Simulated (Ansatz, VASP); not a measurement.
# Pt in VASP and in Ansatz

```
Pt
1.0
     0.00000    1.97058    1.97058
     1.97058    0.00000    1.97058
     1.97058    1.97058    0.00000
Pt
1
Direct
  0.00000 0.00000 0.00000
```

Alike in both runs: task single point; functional r2SCAN; k mesh 22 × 22 × 22; occupations fermi-dirac, width 0.1 eV; no spin polarisation.

|  | VASP | Ansatz |
| --- | --- | --- |
| version | VASP 6.6.1 | Ansatz 0.2.0 |
| potentials or method | VASP PAW PBE potentials, release 64 (Pt), cutoff 520 eV | plane waves (500 eV) with PAW, scalar-relativistic |
| valence electrons in the cell | 10 | 18 |

```csv
,VASP,Ansatz,Ansatz less VASP
pressure (GPa),0.8,0.1,-0.70
```

VASP's potentials were made for PBE, not for r2SCAN. VASP's potentials hold 10 valence electrons a cell and Ansatz's 18, so a difference there can come from the potentials and not from the codes.

Neither program's run includes spin-orbit coupling.
